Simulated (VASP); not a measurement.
Here is a VASP 6.6.1 calculation.

The input INCAR:

```
PREC     = Accurate       # precision mode
ENCUT    = 520            # plane-wave cutoff, eV
EDIFF    = 1E-7           # SCF threshold, eV
ISMEAR   = -1             # smearing method
SIGMA    = 0.1            # smearing width, eV
LREAL    = F              # projectors in reciprocal space
LASPH    = T              # aspherical terms in the spheres
NELM     = 150            # most SCF steps
ALGO     = Normal         # electronic algorithm
ISIF     = 2              # what is computed and relaxed
LWAVE    = F              # write WAVECAR
LCHARG   = F              # write CHGCAR
ISPIN    = 2              # spin polarisation
MAGMOM   = 2.5 2.5 0 0    # initial moments
LORBIT   = 11             # projections on sites
LMAXMIX  = 4              # l up to which the mixer works
NBANDS   = 27             # bands
```

The input KPOINTS:

```
Automatic mesh
0
Gamma
  6 6 5
```

Contents of POSCAR:

```
CoS
1.0
    3.6233800000      0.0000000000      0.0000000000
    0.0000000000      3.6233800000      0.0000000000
    0.0000000000      0.0000000000      5.0128900000
Co S
2 2
Direct
    0.0000000000      0.0000000000      0.0000000000
    0.5000000000      0.5000000000      0.0000000000
    0.5000000000      0.0000000000      0.7650900000
    0.0000000000      0.5000000000      0.2349100000
```

Potentials or basis: VASP PAW LDA potentials, release 64 (Co, S).

Command:

```bash
$ cat potpaw_LDA.64/Co/POTCAR potpaw_LDA.64/S/POTCAR > POTCAR
$ mpirun -np 1 vasp_std > vasp.out
```

Task: What does it give for the net moment?

Result: 0.63 μB per cell.

Task: Estimate the pressure.

Result: -5.9 GPa.

Task: What does it give for the largest force?

Result: 0.258 eV/Å.

Stress tensor (GPa, compression positive):
```
-7.18  0.00  0.00
 0.00 -7.18  0.00
 0.00  0.00 -3.46
```
